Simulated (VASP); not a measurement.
Runs of VASP 6.6.1 on TbPIr2. The structure is that of space group P6/mmm (No. 191), or close to it. The cells are those of the table. The cell was generated, and may not be a known phase.

| task | spin | cell | k mesh | gap on the mesh (eV) | pressure (GPa) | relaxed volume (Å³/atom) |
| --- | --- | --- | --- | --- | --- | --- |
| single point | off | a = 4.378, b = 4.378, c = 5.097 Å, angles 90.0, 90.0, 120.0°, 4 atoms | 12 × 12 × 10 | none | 0.4 | - |
| single point | off | a = 4.379, b = 4.379, c = 5.088 Å, angles 90.0, 90.0, 120.0°, 4 atoms | 6 × 6 × 4 | none | 0.4 | - |
| relaxation of cell and atoms | off | relaxed from a = 4.379, b = 4.379, c = 5.088 Å, angles 90.0, 90.0, 120.0°, 4 atoms | 12 × 12 × 10 | none | 0.0 | (a) |
| single point | off | a = 3.670, b = 3.670, c = 7.551 Å, angles 90.0, 90.0, 120.0°, 4 atoms | 6 × 6 × 2 | none | 91.0 | - |
| relaxation of cell and atoms | off | relaxed from a = 3.670, b = 3.670, c = 7.551 Å, angles 90.0, 90.0, 120.0°, 4 atoms | 6 × 6 × 2 | none | 0.0 | 21.32 |
| relaxation of cell and atoms | off | relaxed from a = 4.380, b = 4.380, c = 5.115 Å, angles 90.0, 90.0, 120.0°, 4 atoms | 6 × 6 × 4 | none | -0.1 | 21.22 |
| single point | collinear | a = 4.379, b = 4.379, c = 5.088 Å, angles 90.0, 90.0, 120.0°, 4 atoms | 6 × 6 × 4 | none | 0.4 | - |
| single point | off | a = 4.380, b = 4.380, c = 5.115 Å, angles 90.0, 90.0, 120.0°, 4 atoms | 6 × 6 × 2 | none | 0.4 | - |

Alike in all rows: level PBE; potentials or basis VASP PAW PBE potentials, release 64 (Tb_3, P, Ir), 4f in core; cutoff (eV) 500; smearing gaussian 0.1 eV.

Fill in the values left out.

(a) 21.23.

Caveats: some runs use coarse meshes; spin-orbit coupling is left out, which moves the levels of the heavy elements; the 4f electrons are frozen in the core, so they carry no moment and show no levels; a cell axis changed by over 15 % at a fixed basis, so the end point is rough (at least some runs); the magnetic or orbital state may not be the lowest (at least some runs); the moments typed at the start vanished in this run (at least some runs).

A k mesh can miss the band edges, and the runs leave out spin-orbit coupling on Ir, Tb.

A gap of «none» marks levels without a gap at the run's occupations.
